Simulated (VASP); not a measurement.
# Hf2Bi2O (P4/mmm) in VASP: notebook

Hf2Bi2O is run at these levels: PBE; tasks: single point.

Everything below comes from runs of VASP 6.6.1. Logs are shortened: lines on timing, memory, paths and dates and some standing lists are left out, and cuts for length are marked.

**1. The cell of the first run**

The structure is tetragonal, space group P4/mmm (No. 123). Conventional cell: a = 3.777 Å, b = 3.777 Å, c = 7.685 Å, α = 90.00°, β = 90.00°, γ = 90.00°. Within 2.7 Å of Hf (site symmetry 4mm) lie 1 O at 2.01 Å. Within 3.5 Å of Bi (site symmetry 4/mmm) lie 4 O at 2.67 Å and 8 Hf at 3.34 Å. Within 4.3 Å of Bi (site symmetry 4/mmm) lie 8 Hf at 3.24 Å and 6 Bi at 3.78 to 3.84 Å. O (site symmetry 4/mmm) has 2 Hf at 2.01 Å and 4 Bi at 2.67 Å within 2.7 Å.

**2. Single point, PBE**

File INCAR:

```
SYSTEM = Hf2Bi2O
PREC = Accurate
ENCUT = 520
EDIFF = 1E-6
ISMEAR = 0
SIGMA = 0.1
LREAL = .False.
LASPH = .True.
NELM = 60
ALGO = Normal
ISIF = 2
LWAVE = .False.
LCHARG = .False.
GGA = PE
NBANDS = 36
```

File KPOINTS:

```
Automatic mesh
0
Gamma
  4 4 4
  0 0 0
```

File POSCAR:

```
Hf2Bi2O
1.0
    3.7772560138      0.0000000000      0.0000000000
    0.0000000000      3.7772560138      0.0000000000
    0.0000000000      0.0000000000      7.6845902982
Hf Bi O
2 2 1
Direct
    0.0000000000      0.0000000000      0.2619088452
    0.0000000000      0.0000000000      0.7380911548
    0.5000000000      0.5000000000      0.0000000000
    0.5000000000      0.5000000000      0.5000000000
    0.0000000000      0.0000000000      0.0000000000
```

Potentials or basis: VASP PAW PBE potentials, release 64 (Hf_pv, Bi_d, O).

Launch:

```
$ cat potpaw_PBE.64/Hf_pv/POTCAR potpaw_PBE.64/Bi_d/POTCAR potpaw_PBE.64/O/POTCAR > POTCAR
$ mpirun -np 1 vasp_std > vasp.out
```

OUTCAR:

```text
SYSTEM = Hf2Bi2O
   PREC = Accurate
   ENCUT = 520
   EDIFF = 1E-6
   ISMEAR = 0
   LREAL = .False.
   LASPH = .True.
   NELM = 60
   ISIF = 2
   GGA = PE

 ion  position               nearest neighbor table
   1  0.000  0.000  0.262-   5 2.01   4 3.24   4 3.24   4 3.24   4 3.24   3 3.34   3 3.34   3 3.34
                             3 3.34   2 3.66
   2  0.000  0.000  0.738-   5 2.01   4 3.24   4 3.24   4 3.24   4 3.24   3 3.34   3 3.34   3 3.34
                             3 3.34   1 3.66
   3  0.500  0.500  0.000-   5 2.67   5 2.67   5 2.67   5 2.67   2 3.34   2 3.34   1 3.34   2 3.34
                             1 3.34   1 3.34   2 3.34   1 3.34   4 3.84   4 3.84
   4  0.500  0.500  0.500-   1 3.24   2 3.24   1 3.24   2 3.24   1 3.24   2 3.24   1 3.24   2 3.24
                             3 3.84   3 3.84
   5  0.000  0.000  0.000-   1 2.01   2 2.01   3 2.67   3 2.67   3 2.67   3 2.67

  LATTYP: Found a simple tetragonal cell.
 ALAT       =     3.7772560138
 C/A-ratio  =     2.0344372397

  Lattice vectors:

 A1 = (   3.7772560138,   0.0000000000,   0.0000000000)
 A2 = (   0.0000000000,   3.7772560138,   0.0000000000)
 A3 = (   0.0000000000,   0.0000000000,   7.6845902982)

Analysis of symmetry for initial positions (statically):
=====================================================================
 Subroutine PRICEL returns:
 Original cell was already a primitive cell.

 Routine SETGRP: Setting up the symmetry group for a
 simple tetragonal supercell.

 Subroutine GETGRP returns: Found 16 space group operations
 (whereof 16 operations were pure point group operations)
 out of a pool of 16 trial point group operations.

The static configuration has the point symmetry D_4h.

Analysis of symmetry for dynamics (positions and initial velocities):
=====================================================================
 Subroutine PRICEL returns:
 Original cell was already a primitive cell.

 Routine SETGRP: Setting up the symmetry group for a
 simple tetragonal supercell.

 Subroutine GETGRP returns: Found 16 space group operations
 (whereof 16 operations were pure point group operations)
 out of a pool of 16 trial point group operations.

The dynamic configuration has the point symmetry D_4h.

 Subroutine INISYM returns: Found 16 space group operations
 (whereof 16 operations are pure point group operations),
 and found     1 'primitive' translations

----------------------------------------------------------------------------------------

                                     Primitive cell

  volume of cell :     109.6411

  direct lattice vectors                    reciprocal lattice vectors
     3.777256014  0.000000000  0.000000000     0.264742447  0.000000000  0.000000000
     0.000000000  3.777256014  0.000000000     0.000000000  0.264742447  0.000000000
     0.000000000  0.000000000  7.684590298     0.000000000  0.000000000  0.130130555

  length of vectors
     3.777256014  3.777256014  7.684590298     0.264742447  0.264742447  0.130130555

  position of ions in fractional coordinates (direct lattice)
     0.000000000  0.000000000  0.261908845
     0.000000000  0.000000000  0.738091155
     0.500000000  0.500000000  0.000000000
     0.500000000  0.500000000  0.500000000
     0.000000000  0.000000000  0.000000000

  ion indices of the primitive-cell ions
   primitive index   ion index
                 1           1
                 2           2
                 3           3
                 4           4
                 5           5

----------------------------------------------------------------------------------------

 KPOINTS: Automatic mesh

Automatic generation of k-mesh.
 Grid dimensions read from file:
 generate k-points for:    4    4    4

 Generating k-lattice:

  Cartesian coordinates                     Fractional coordinates (reciprocal lattice)
     0.066185612  0.000000000  0.000000000     0.250000000  0.000000000  0.000000000
     0.000000000  0.066185612  0.000000000     0.000000000  0.250000000  0.000000000
     0.000000000  0.000000000  0.032532639     0.000000000  0.000000000  0.250000000

  Length of vectors
     0.066185612  0.066185612  0.032532639

  Shift w.r.t. Gamma in fractional coordinates (k-lattice)
     0.000000000  0.000000000  0.000000000

 Subroutine IBZKPT returns following result:
 ===========================================

 Found     18 irreducible k-points:

 Following reciprocal coordinates:
            Coordinates               Weight
  0.000000  0.000000  0.000000      1.000000
  0.250000  0.000000  0.000000      4.000000
  0.500000  0.000000  0.000000      2.000000
  0.250000  0.250000  0.000000      4.000000
  0.500000  0.250000  0.000000      4.000000
  0.500000  0.500000  0.000000      1.000000
[... 10 lines left out ...]
  0.500000  0.250000  0.500000      4.000000
  0.500000  0.500000  0.500000      1.000000
   k-points           NKPTS =     18   k-points in BZ     NKDIM =     18   number of bands    NBANDS=     36
   number of dos      NEDOS =    301   number of ions     NIONS =      5
   total plane-waves  NPLWV =  47040
   dimension x,y,z NGX =    28 NGY =   28 NGZ =   60
   dimension x,y,z NGXF=    56 NGYF=   56 NGZF=  120
   ions per type =               2   2   1
   NGX,Y,Z   is equivalent  to a cutoff of  12.32, 12.32, 12.98 a.u.
   NGXF,Y,Z  is equivalent  to a cutoff of  24.65, 24.65, 25.96 a.u.
 SYSTEM =  Hf2Bi2O
   PREC   = accura    normal or accurate (medium, high low for compatibility)
   ISTART =      0    job   : 0-new  1-cont  2-samecut
   ICHARG =      2    charge: 1-file 2-atom 10-const
   ISPIN  =      1    spin polarized calculation?
   LNONCOLLINEAR =      F non collinear calculations
   LSORBIT =      F    spin-orbit coupling
   LASPH  =      T    aspherical Exc in radial PAW
   ENCUT  =  520.0 eV  38.22 Ry    6.18 a.u.   7.02  7.02 14.29*2*pi/ulx,y,z
   NELM   =     60;   NELMIN=  2; NELMDL= -5     # of ELM steps
   EDIFF  = 0.1E-05   stopping-criterion for ELM
   LREAL  =      F    real-space projection
   EDIFFG = 0.1E-04   stopping-criterion for IOM
   NSW    =      0    number of steps for IOM
   IBRION =     -1    ionic relax: 0-MD 1-quasi-New 2-CG
   NFREE  =      0    steps in history (QN), initial steepest desc. (CG)
   ISIF   =      2    stress and relaxation
   ISYM   =      2    0-nonsym 1-usesym 2-fastsym
   POTIM  = 0.5000    time-step for ionic-motion
   TEBEG  =    0.0;   TEEND  =   0.0 temperature during run
   PSTRESS=    0.0 pullay stress
   NELECT =      56.0000    total number of electrons
   NUPDOWN=      -1.0000    fix difference up-down
   EMIN   =  10.00;   EMAX   =-10.00  energy-range for DOS
   EFERMI =   0.00;   METHOD = LEGACY
   ISMEAR =     0;   SIGMA  =   0.10  broadening in eV -4-tet -1-fermi 0-gaus
   EFERMI_NEDOS =   21; number of points for ismear=-14 and -15
   IALGO  =     38    algorithm
   IMIX   =      4    mixing-type and parameters
     AMIX     =   0.40;   BMIX     =  1.00
     AMIX_MAG =   1.60;   BMIX_MAG =  1.00
  volume/ion in A,a.u.               =      21.93       147.98
  Fermi-wavevector in a.u.,A,eV,Ry     =   1.308618  2.472930 23.299730  1.712482
  Thomas-Fermi vector in A             =   2.439273
   LORBIT       =      0    0 simple, 1 ext, 2 COOP (PROOUT), +10 PAW based schemes
   GGA     = PE    functional components
   LHFCALC =     F    Hartree Fock is set to
   AEXX    =    0.0000 exact exchange contribution
   IVDW    =     0    specifies the selected vdW correction
   LEPSILON=     F    determine dielectric tensor
   LRPA    =     F    only Hartree local field effects (RPA)
 non-spin polarized calculation
 Gauss-broadening in eV      SIGMA  =   0.10
  energy-cutoff  :      520.00
  volume of cell :      109.64
 maximum number of plane-waves:      2984
   NGX = 15   NGY = 15   NGZ = 29

 number of electron      56.0000008 magnetization

 Free energy of the ion-electron system (eV)
  ---------------------------------------------------
  ext. energy  EPLUGINS =         0.00000000
  ---------------------------------------------------
  free energy    TOTEN  =       -35.25453761 eV

  energy without entropy =      -35.23836264  energy(sigma->0) =      -35.24645012

 E-fermi :   7.4707     XC(G=0): -10.9924

 val. band max:        7.4702664225   @ k =   0.2500   0.2500   0.0000
 cond. band min:       7.4986851416   @ k =   0.0000   0.0000   0.0000
 fundamental gap:      0.0284187191
 Fermi energy:         7.4706637735

 k-point     1 :       0.0000    0.0000    0.0000
  band No.  band energies     occupation
      1     -24.6104      2.00000
      2     -24.4414      2.00000
      3     -24.2185      2.00000
      4     -24.2185      2.00000
      5     -24.2119      2.00000
      6     -24.2119      2.00000
[... 28 lines left out ...]
     35       9.7615      0.00000
     36       9.7615      0.00000

 k-point     2 :       0.2500    0.0000    0.0000
  band No.  band energies     occupation
      1     -24.6047      2.00000
      2     -24.4390      2.00000
      3     -24.2539      2.00000
      4     -24.2446      2.00000
      5     -24.2163      2.00000
      6     -24.2084      2.00000
[... 28 lines left out ...]
     35      10.5011      0.00000
     36      10.6917      0.00000

 k-point     3 :       0.5000    0.0000    0.0000
  band No.  band energies     occupation
      1     -24.5990      2.00000
      2     -24.4367      2.00000
      3     -24.2889      2.00000
      4     -24.2770      2.00000
      5     -24.2140      2.00000
      6     -24.2049      2.00000
[... 28 lines left out ...]
     35      10.4013      0.00000
     36      10.6417      0.00000
[... 508 lines left out ...]
 k-point    17 :       0.5000    0.2500    0.5000
  band No.  band energies     occupation
      1     -24.5513      2.00000
      2     -24.4799      2.00000
      3     -24.2800      2.00000
      4     -24.2785      2.00000
      5     -24.2432      2.00000
      6     -24.2421      2.00000
[... 28 lines left out ...]
     35      10.6321      0.00000
     36      10.8467      0.00000

 k-point    18 :       0.5000    0.5000    0.5000
  band No.  band energies     occupation
      1     -24.5483      2.00000
      2     -24.4769      2.00000
      3     -24.2760      2.00000
      4     -24.2760      2.00000
      5     -24.2751      2.00000
      6     -24.2751      2.00000
[... 28 lines left out ...]
     35      10.7030      0.00000
     36      10.7622      0.00000

------------------------ aborting loop because EDIFF is reached ----------------------------------------

  FORCE on cell =-STRESS in cart. coord.  units (eV):
  Direction    XX          YY          ZZ          XY          YZ          ZX
  --------------------------------------------------------------------------------------
  -------------------------------------------------------------------------------------
  Total       -0.2622666     -0.2622666     -0.5054452      0.0000000      0.0000000      0.0000000
  in kB       -3.8324810     -3.8324810     -7.3860306      0.0000000      0.0000000      0.0000000
  external PRESSURE =      -5.0169975 kB  Pullay stress =       0.0000000 kB

 VOLUME and BASIS-vectors are now :
 -----------------------------------------------------------------------------
  energy-cutoff  :      520.00
  volume of cell :      109.64
      direct lattice vectors                 reciprocal lattice vectors
     3.777256014  0.000000000  0.000000000     0.264742447  0.000000000  0.000000000
     0.000000000  3.777256014  0.000000000     0.000000000  0.264742447  0.000000000
     0.000000000  0.000000000  7.684590298     0.000000000  0.000000000  0.130130555

 POSITION                                       TOTAL-FORCE (eV/Angst)
 -----------------------------------------------------------------------------------
      0.00000      0.00000      2.01266        -0.000000      0.000000     -0.106708
      0.00000      0.00000      5.67193         0.000000      0.000000      0.106708
      1.88863      1.88863      0.00000         0.000000      0.000000      0.000000
      1.88863      1.88863      3.84230         0.000000      0.000000      0.000000
      0.00000      0.00000      0.00000         0.000000      0.000000      0.000000
 -----------------------------------------------------------------------------------
    total drift:                                0.000000      0.000000      0.000000

  FREE ENERGIE OF THE ION-ELECTRON SYSTEM (eV)
  ---------------------------------------------------
  free  energy   TOTEN  =       -35.2545376104 eV

  energy  without entropy=      -35.2383626367  energy(sigma->0) =      -35.24645012
```

Wall time 29 s (1 thread of Intel Xeon 6975P-C (Granite Rapids), shared host); peak memory 0.23 GiB.

What came out:

| Property | Result |
| --- | --- |
| Free energy | -35.2545 eV |
| Pressure | -0.5 GPa |
| Largest force | 0.107 eV/Å |
| Band gap on the k mesh | zero (band 28 reaches 7.88 eV, above the bottom of band 29 at 6.95 eV) |

Forces on the atoms (eV/Å):
```
Hf   0.000  0.000 -0.107
Hf   0.000  0.000  0.107
Bi   0.000  0.000  0.000
Bi   0.000  0.000  0.000
O    0.000  0.000  0.000
```

Caveat: the k points lie up to 0.42 Å⁻¹ apart; spin-orbit coupling is left out, which moves the levels of the heavy elements.

**3. Single point, PBE**

This run uses another cell than the first one, of 25.18 Å³/atom, 1.148 times its volume.

File INCAR:

```
SYSTEM = Hf2Bi2O
  PREC = Accurate
  ENCUT = 520
  EDIFF = 1E-6
  ISMEAR = 0
  SIGMA = 0.1
  LREAL = .False.
  LASPH = .True.
  NELM = 80
  ALGO = Normal
  ISIF = 2
  LWAVE = .False.
  LCHARG = .True.
  GGA = PE
  LELF = .True.
  LVHAR = .True.
  NBANDS = 36
```

File KPOINTS:

```
regular mesh
0
Gamma
  4 4 4
  0 0 0
```

File POSCAR:

```
Hf2Bi2O
1.0
    4.3134174100      0.0000000000      0.0000000000
    0.0000000000      4.3134174100      0.0000000000
    0.0000000000      0.0000000000      6.7670964000
Hf Bi O
2 2 1
Direct
    0.0000000000      0.0000000000      0.3099920600
    0.0000000000      0.0000000000      0.6900079400
    0.5000000000      0.5000000000      0.0000000000
    0.5000000000      0.5000000000      0.5000000000
    0.0000000000      0.0000000000      0.0000000000
```

Potentials or basis: VASP PAW PBE potentials, release 64 (Hf_pv, Bi_d, O).

Launch:

```
$ cat potpaw_PBE.64/Hf_pv/POTCAR potpaw_PBE.64/Bi_d/POTCAR potpaw_PBE.64/O/POTCAR > POTCAR
$ mpirun -np 1 vasp_std > vasp.out
```

Run time: 33 s. Hardware: 1 thread of Intel Xeon 6975P-C (Granite Rapids), shared host; peak memory 0.25 GiB.

Results (log left out):

| Item | Value |
| --- | --- |
| Free energy | -32.7911 eV |
| Pressure | -4.1 GPa |
| Largest force | 4.303 eV/Å |
| Band gap on the k mesh | zero (band 28 reaches 6.29 eV, above the bottom of band 29 at 5.45 eV) |

Forces on the atoms (eV/Å):
```
Hf   0.000  0.000 -4.303
Hf   0.000  0.000  4.303
Bi   0.000  0.000  0.000
Bi   0.000  0.000  0.000
O    0.000  0.000  0.000
```

Stress tensor (GPa, compression positive):
```
-5.01  0.00  0.00
 0.00 -5.01  0.00
 0.00  0.00 -2.15
```

Levels at points of the mesh, in eV from the Fermi level:
| k point | band 25 | band 26 | band 27 | band 28 | band 29 | band 30 | band 31 | band 32 |
| --- | --- | --- | --- | --- | --- | --- | --- | --- |
| (0.00, 0.00, 0.00) | -1.79 | -1.17 | -0.46 | 0.41 | 0.42 | 0.86 | 1.01 | 1.01 |
| (0.50, 0.00, 0.00) | -2.36 | -1.60 | -0.94 | 0.27 | 0.29 | 0.31 | 1.01 | 1.13 |
| (0.50, 0.50, 0.00) | -3.95 | -1.04 | 0.23 | 0.23 | 1.00 | 1.27 | 1.27 | 1.87 |
| (0.00, 0.00, 0.50) | -1.90 | -1.90 | -1.05 | 0.14 | 0.64 | 0.90 | 1.14 | 1.14 |
| (0.50, 0.00, 0.50) | -2.05 | -2.03 | -1.20 | -0.51 | -0.43 | 0.74 | 0.91 | 1.53 |
| (0.50, 0.50, 0.50) | -1.64 | -0.78 | -0.15 | -0.03 | -0.03 | 0.24 | 0.24 | 1.72 |

Caveat: the k points lie up to 0.36 Å⁻¹ apart; spin-orbit coupling is left out, which moves the levels of the heavy elements; forces of over 1 eV/Å act on the atoms, so gaps and moduli don't describe the material at rest.
